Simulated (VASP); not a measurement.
A run of VASP 6.6.1 is set up as follows.

The input INCAR:

```
ALGO = Normal
EDIFF = 1E-7
ENCUT = 520
GGA = PE
ISIF = 2
ISMEAR = 0
LASPH = True
LCHARG = False
LREAL = False
LWAVE = False
NBANDS = 38
NELM = 80
PREC = Accurate
SIGMA = 0.1
```

KPOINTS

```
k-points
0
Gamma
  4 4 4
```

POSCAR

```
SiGe3Ru
1.0
    4.0045023600      0.0000000000      0.0000000000
    0.0000000000      4.0045023600      0.0000000000
    0.0000000000      0.0000000000      5.0730379200
Si Ge Ru
1 3 1
Direct
    0.0000000000      0.0000000000      0.0000000000
    0.0000000000      0.5000000000      0.5000000000
    0.5000000000      0.0000000000      0.5000000000
    0.5000000000      0.5000000000      0.1076000000
    0.5000000000      0.5000000000      0.6650000200
```

Potentials or basis: VASP PAW PBE potentials, release 64 (Si, Ge_d, Ru_pv).

Launch:

```console
$ cat potpaw_PBE.64/Si/POTCAR potpaw_PBE.64/Ge_d/POTCAR potpaw_PBE.64/Ru_pv/POTCAR > POTCAR
$ mpirun -np 1 vasp_std > vasp.out
```

(1) Predict the largest force.

(2) Predict the pressure.

(3) What does it give for the band gap on the k mesh?

Answers

(1) 4.476 eV/Å.

(2) 34.3 GPa.

(3) zero (bands 30 and 31 overlap by 1.90 eV).

Caveat: the k points lie up to 0.39 Å⁻¹ apart, too coarse for converged energies and pressures of a metal; forces of over 1 eV/Å act on the atoms, so gaps and moduli don't describe the material at rest.
